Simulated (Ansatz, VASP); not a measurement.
One calculation of TaF4, two programs

```xyz
5
Lattice="3.4434 0.0000 0.0000 -1.7217 2.9820 0.0000 0.0000 0.0000 7.1455" Properties=species:S:1:pos:R:3 pbc="T T T"
Ta    1.7217    0.9940    0.0000
F     0.0000    1.9880    5.1119
F     0.0000    1.9880    2.0336
F     0.0000    1.9880    0.0000
F     0.0000    0.0000    3.5728
```

Alike in both runs: functional PBE; k mesh 4 × 4 × 2; occupations gaussian, width 0.15 eV; no spin polarisation.

Ansatz relaxed the structure, and its values are those at the end. VASP's run is a single point on that final structure, the one shown.

```csv
,VASP,Ansatz
version,VASP 6.6.1,Ansatz 0.2.0
potentials or method,"VASP PAW PBE potentials, release 64 (Ta_pv, F), cutoff 600 eV","scalar-relativistic, plane waves, PAW"
valence electrons in the cell,39,41
```

Ansatz gave:

- gap on the k mesh at the Fermi level (eV): none
- pressure (GPa): 0.4
- rms of the force components (eV/Å): 0.000

Q: Which values does VASP return?

A: gap on the k mesh at the Fermi level (eV): none; pressure (GPa): 0.3; rms of the force components (eV/Å): 0.010.

A gap of «none» marks a metal or a gap that the smearing closes. The functional is the same, so the differences come from potentials, cutoffs and numerics. VASP's potentials hold 39 valence electrons a cell and Ansatz's 41, so a difference there can come from the potentials and not from the codes.

The k mesh is coarse, so the values compare programs but aren't converged. Neither program's run includes spin-orbit coupling.
